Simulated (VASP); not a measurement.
# AlN (F-43m) in VASP: G0W0 quasiparticle levels with LDA

Aim: the G0W0 quasiparticle levels of AlN with LDA.

Program: VASP 6.6.1. These are calculated values, not measurements. Logs are shortened: lines on timing, memory, paths and dates and some standing lists are left out, and cuts for length are marked.

### Step 1. The cell of the first run

It takes space group F-43m (No. 216, cubic). Conventional cell: a = 4.370 Å, b = 4.370 Å, c = 4.370 Å, α = 90.00°, β = 90.00°, γ = 90.00°. Within 2.5 Å of Al (site symmetry -43m) lie 4 N at 1.89 Å. Within 2.5 Å of N (site symmetry -43m) lie 4 Al at 1.89 Å.

### Step 2. G0W0 quasiparticle levels, LDA

POSCAR

```
AlN
1.0
    0.0000000000      2.1848764830      2.1848764830
    2.1848764830      0.0000000000      2.1848764830
    2.1848764830      2.1848764830      0.0000000000
Al N
1 1
Direct
    0.0000000000      0.0000000000      0.0000000000
    0.7500000000      0.7500000000      0.7500000000
```

INCAR.step1

```
SYSTEM = AlN
PREC = Accurate
ENCUT = 500
EDIFF = 1E-8
ISMEAR = 0
SIGMA = 0.01
LREAL = .False.
LASPH = .True.
NELM = 60
ALGO = Normal
LWAVE = .True.
LCHARG = .False.
GGA = CA
```

INCAR.step2

```
SYSTEM = AlN
PREC = Accurate
ENCUT = 500
EDIFF = 1E-8
ISMEAR = 0
SIGMA = 0.01
LREAL = .False.
LASPH = .True.
NELM = 1
ALGO = Exact
LWAVE = .True.
LCHARG = .False.
GGA = CA
NBANDS = 82
LOPTICS = .True.
ISTART = 1
```

INCAR.step3

```
SYSTEM = AlN
PREC = Accurate
ENCUT = 500
EDIFF = 1E-8
ISMEAR = 0
SIGMA = 0.01
LREAL = .False.
LASPH = .True.
ALGO = EVGW0
LWAVE = .False.
LCHARG = .False.
GGA = CA
NELMGW = 1
NBANDS = 82
ENCUTGW = 140.0
NOMEGA = 96
PRECFOCK = Fast
ISTART = 1
NBANDSGW = 12
OMEGAMAX = 20
```

KPOINTS

```
regular mesh
0
Gamma
  6 6 6
  0 0 0
```

Potentials or basis: VASP PAW LDA potentials, release 64 (Al_GW, N_GW).

Command:

```bash
$ cat potpaw_LDA.64/Al_GW/POTCAR potpaw_LDA.64/N_GW/POTCAR > POTCAR
$ cp INCAR.step1 INCAR
$ mpirun -np 1 vasp_std > vasp.out
$ cp INCAR.step2 INCAR
$ mpirun -np 1 vasp_std > vasp.out
$ cp INCAR.step3 INCAR
$ mpirun -np 1 vasp_std > vasp.out
```

OUTCAR:

```text
SYSTEM = AlN
   PREC = Accurate
   ENCUT = 500
   EDIFF = 1E-8
   ISMEAR = 0
   LREAL = .False.
   LASPH = .True.
   GGA = CA
   NELMGW = 1
   ENCUTGW = 140.0
   PRECFOCK = Fast
   ISTART = 1

 ion  position               nearest neighbor table
   1  0.000  0.000  0.000-   2 1.89   2 1.89   2 1.89   2 1.89
   2  0.750  0.750  0.750-   1 1.89   1 1.89   1 1.89   1 1.89

  LATTYP: Found a face centered cubic cell.
 ALAT       =     4.3697529660

  Lattice vectors:

 A1 = (   0.0000000000,   2.1848764830,   2.1848764830)
 A2 = (   2.1848764830,   0.0000000000,   2.1848764830)
 A3 = (   2.1848764830,   2.1848764830,   0.0000000000)

Analysis of symmetry for initial positions (statically):
=====================================================================
 Subroutine PRICEL returns:
 Original cell was already a primitive cell.

 Routine SETGRP: Setting up the symmetry group for a
 face centered cubic supercell.

 Subroutine GETGRP returns: Found 24 space group operations
 (whereof 24 operations were pure point group operations)
 out of a pool of 48 trial point group operations.

The static configuration has the point symmetry T_d .

Analysis of symmetry for dynamics (positions and initial velocities):
=====================================================================
 Subroutine PRICEL returns:
 Original cell was already a primitive cell.

 Routine SETGRP: Setting up the symmetry group for a
 face centered cubic supercell.

 Subroutine GETGRP returns: Found 24 space group operations
 (whereof 24 operations were pure point group operations)
 out of a pool of 48 trial point group operations.

The dynamic configuration has the point symmetry T_d .

 Subroutine INISYM returns: Found 24 space group operations
 (whereof 24 operations are pure point group operations),
 and found     1 'primitive' translations

----------------------------------------------------------------------------------------

                                     Primitive cell

  volume of cell :      20.8598

  direct lattice vectors                    reciprocal lattice vectors
     0.000000000  2.184876483  2.184876483    -0.228845888  0.228845888  0.228845888
     2.184876483  0.000000000  2.184876483     0.228845888 -0.228845888  0.228845888
     2.184876483  2.184876483  0.000000000     0.228845888  0.228845888 -0.228845888

  length of vectors
     3.089881954  3.089881954  3.089881954     0.396372706  0.396372706  0.396372706

  position of ions in fractional coordinates (direct lattice)
     0.000000000  0.000000000  0.000000000
     0.750000000  0.750000000  0.750000000

  ion indices of the primitive-cell ions
   primitive index   ion index
                 1           1
                 2           2

----------------------------------------------------------------------------------------

 KPOINTS: regular mesh

Automatic generation of k-mesh.
 Grid dimensions read from file:
 generate k-points for:    6    6    6

 Generating k-lattice:

  Cartesian coordinates                     Fractional coordinates (reciprocal lattice)
    -0.038140981  0.038140981  0.038140981     0.166666667  0.000000000  0.000000000
     0.038140981 -0.038140981  0.038140981     0.000000000  0.166666667  0.000000000
     0.038140981  0.038140981 -0.038140981     0.000000000  0.000000000  0.166666667

  Length of vectors
     0.066062118  0.066062118  0.066062118

  Shift w.r.t. Gamma in fractional coordinates (k-lattice)
     0.000000000  0.000000000  0.000000000

 Subroutine IBZKPT returns following result:
 ===========================================

 Found     16 irreducible k-points:

 Following reciprocal coordinates:
            Coordinates               Weight
  0.000000  0.000000  0.000000      1.000000
  0.166667  0.000000  0.000000      8.000000
  0.333333  0.000000  0.000000      8.000000
  0.500000  0.000000  0.000000      4.000000
  0.166667  0.166667  0.000000      6.000000
  0.333333  0.166667  0.000000     24.000000
[... 8 lines left out ...]
 -0.333333  0.333333  0.166667     24.000000
 -0.333333  0.500000  0.166667     12.000000
   k-points           NKPTS =     16   k-points in BZ     NKDIM =    216   number of bands    NBANDS=     82
   number of dos      NEDOS =    301   number of ions     NIONS =      2
   total plane-waves  NPLWV =  13824
   dimension x,y,z NGX =    24 NGY =   24 NGZ =   24
   dimension x,y,z NGXF=    48 NGYF=   48 NGZF=   48
   ions per type =               1   1
   NGX,Y,Z   is equivalent  to a cutoff of  12.91, 12.91, 12.91 a.u.
   NGXF,Y,Z  is equivalent  to a cutoff of  25.83, 25.83, 25.83 a.u.
 SYSTEM =  AlN
   PREC   = accura    normal or accurate (medium, high low for compatibility)
   ISTART =      1    job   : 0-new  1-cont  2-samecut
   ICHARG =      0    charge: 1-file 2-atom 10-const
   ISPIN  =      1    spin polarized calculation?
   LNONCOLLINEAR =      F non collinear calculations
   LSORBIT =      F    spin-orbit coupling
   LASPH  =      T    aspherical Exc in radial PAW
   ENCUT  =  500.0 eV  36.75 Ry    6.06 a.u.   5.63  5.63  5.63*2*pi/ulx,y,z
   NELM   =     60;   NELMIN=  2; NELMDL=  0     # of ELM steps
   EDIFF  = 0.1E-07   stopping-criterion for ELM
   LREAL  =      F    real-space projection
   EDIFFG = 0.1E-06   stopping-criterion for IOM
   NSW    =      0    number of steps for IOM
   IBRION =     -1    ionic relax: 0-MD 1-quasi-New 2-CG
   NFREE  =      0    steps in history (QN), initial steepest desc. (CG)
   ISIF   =      0    stress and relaxation
   ISYM   =      3    0-nonsym 1-usesym 2-fastsym
   POTIM  = 0.5000    time-step for ionic-motion
   TEBEG  =    0.0;   TEEND  =   0.0 temperature during run
   PSTRESS=    0.0 pullay stress
   NELECT =       8.0000    total number of electrons
   NUPDOWN=      -1.0000    fix difference up-down
   EMIN   =  10.00;   EMAX   =-10.00  energy-range for DOS
   EFERMI =   0.00;   METHOD = LEGACY
   ISMEAR =     0;   SIGMA  =   0.01  broadening in eV -4-tet -1-fermi 0-gaus
   EFERMI_NEDOS =   21; number of points for ismear=-14 and -15
   IALGO  =     38    algorithm
   IMIX   =      4    mixing-type and parameters
     AMIX     =   0.40;   BMIX     =  1.00
     AMIX_MAG =   1.60;   BMIX_MAG =  1.00
  volume/ion in A,a.u.               =      10.43        70.38
  Fermi-wavevector in a.u.,A,eV,Ry     =   1.189418  2.247675 19.248377  1.414716
  Thomas-Fermi vector in A             =   2.325526
   LORBIT       =      0    0 simple, 1 ext, 2 COOP (PROOUT), +10 PAW based schemes
   GGA     = CA    functional components
   LHFCALC =     T    Hartree Fock is set to
   PRECFOCK=fast      Normal, Fast or Accurate (Low or Medium for compatibility)
   ENCUT4O =  -1.0   cutoff for four orbital integrals eV
   NKREDX  =     1    reduce k-point grid by
   NKREDY  =     1    reduce k-point grid by
   NKREDZ  =     1    reduce k-point grid by
   AEXX    =    1.0000 exact exchange contribution
   HFSCREEN=    0.0000 screening length (either q_TF or 0.3 A-1)
   HFSCREENC=   0.0000 screening length for correlation (either q_TF or 0.3 A-1)
   ENCUTFOCK=  -1.0 apply spherical cutoff to Coloumb kernel
   IVDW    =     0    specifies the selected vdW correction
   LEPSILON=     F    determine dielectric tensor
   LRPA    =     F    only Hartree local field effects (RPA)
   LRPAFORCE           =     F    calculate RPA forces
   ENCUTGW             = 140.0    cutoff for response function in eV
   ENCUTGWSOFT         = 112.0    soft cutoff for Coulomb kernel in GW response function in eV
   ENCUTLF             =  -1.0    cutoff for local field effects
   NELMGW              =     1    number of iterations in solving QP/BSE equation
   NELMHF              =     1    number of iterations in the inner HF iteration
   NKREDLFX            =     1    NKREDLFY  =   1   NKREDLFZ  =   1
 non-spin polarized calculation
 Gauss-broadening in eV      SIGMA  =   0.01
  energy-cutoff  :      500.00
  volume of cell :       20.86
 maximum number of plane-waves:       544
 NGX is ok and might be reduce to    24
  NGX = 14; NGY = 14; NGZ = 14
   NGX = 11   NGY = 11   NGZ = 11
 maximum number of plane-waves:        82
 NGX is ok and might be reduce to    14

 QP shifts <psi_nk| G(iteration)W_0 |psi_nk>: iteration 1
 for sc-GW calculations column KS-energies equals QP-energies in previous step
 and V_xc(KS)=  KS-energies - (<T + V_ion + V_H > + <T+V_H+V_ion>^1  + <V_x>^1)

 k-point   1 :       0.0000    0.0000    0.0000
  band No.  KS-energies  QP-energies   sigma(KS)   V_xc(KS)     V^pw_x(r,r')   Z            occupation Imag(sigma)

      1      -9.9939     -11.4103     -16.6147     -14.6763     -24.5625       0.7307       2.0000       1.2014
      2       4.8268       4.1518     -17.7577     -16.8890     -20.7078       0.7770       2.0000       0.0362
      3       4.8268       4.1518     -17.7577     -16.8890     -20.7078       0.7770       2.0000       0.0362
      4       4.8268       4.1518     -17.7577     -16.8890     -20.7078       0.7770       2.0000       0.0362
      5       9.0474       9.9195     -11.6996     -12.7799      -7.9522       0.8073       0.0000      -0.0486
      6      17.1399      18.4734      -9.1035     -10.7686      -4.0554       0.8009       0.0000      -0.0893
      7      17.1399      18.4734      -9.1035     -10.7686      -4.0554       0.8009       0.0000      -0.0893
      8      17.1399      18.4734      -9.1035     -10.7686      -4.0554       0.8009       0.0000      -0.0893
      9      22.3357      23.6243      -9.2295     -10.8669      -3.6719       0.7869       0.0000      -0.2397
     10      22.3357      23.6243      -9.2295     -10.8669      -3.6719       0.7869       0.0000      -0.2397
     11      23.7179      24.5445      -9.0872     -10.1439      -2.6178       0.7823       0.0000      -0.6911
     12      23.7179      24.5445      -9.0872     -10.1439      -2.6178       0.7823       0.0000      -0.6911

 k-point   2 :       0.1667    0.0000    0.0000
  band No.  KS-energies  QP-energies   sigma(KS)   V_xc(KS)     V^pw_x(r,r')   Z            occupation Imag(sigma)
[... 225 lines left out ...]
      1      -7.1738      -8.5349     -18.4942     -16.6436     -26.0665       0.7355       2.0000       0.8361
      2       0.4650      -0.5104     -15.1898     -13.8596     -19.0119       0.7333       2.0000       0.0903
      3       2.0110       1.0761     -15.8690     -14.6332     -19.2935       0.7565       2.0000       0.0600
      4       2.2896       1.3890     -15.4035     -14.2255     -18.5451       0.7646       2.0000       0.0524
      5       9.9871      10.9091     -10.3533     -11.4936      -6.4584       0.8085       0.0000      -0.0518
      6      14.9404      16.2056     -10.0776     -11.6496      -5.4337       0.8049       0.0000      -0.0666
      7      17.6265      18.8190      -9.9491     -11.4771      -4.3068       0.7804       0.0000      -0.1947
      8      17.6360      19.2262     -12.5257     -14.6166      -6.8906       0.7605       0.0000      -0.1484
      9      21.1133      22.4383     -10.4851     -12.2661      -4.0259       0.7439       0.0000      -0.3265
     10      24.7760      25.9611      -9.3356     -10.8677      -2.9623       0.7735       0.0000      -0.4872
     11      29.1616      30.7522     -11.0088     -13.0453      -4.0207       0.7811       0.0000      -0.9313
     12      30.3047      31.8670     -10.6962     -12.6787      -4.0987       0.7880       0.0000      -0.9183
```

Run time: 4 min. Hardware: 1 thread of Intel Xeon Platinum 8259CL at 2.50GHz (Skylake/Cascade Lake), shared host; peak memory 0.37 GiB.

What came out:

```yaml
Quasiparticle_gap: 4.66 eV
Least_direct_quasiparticle_gap: 5.77 eV
Band_gap_of_the_starting_levels_on_the_mesh: 3.22 eV
Least_direct_gap_of_the_starting_levels_on_the_mesh: 4.22 eV
```

Caveat: the k points lie up to 0.42 Å⁻¹ apart; bands, screening cutoff and mesh are small and nothing is extrapolated, so the quasiparticle values aren't converged.
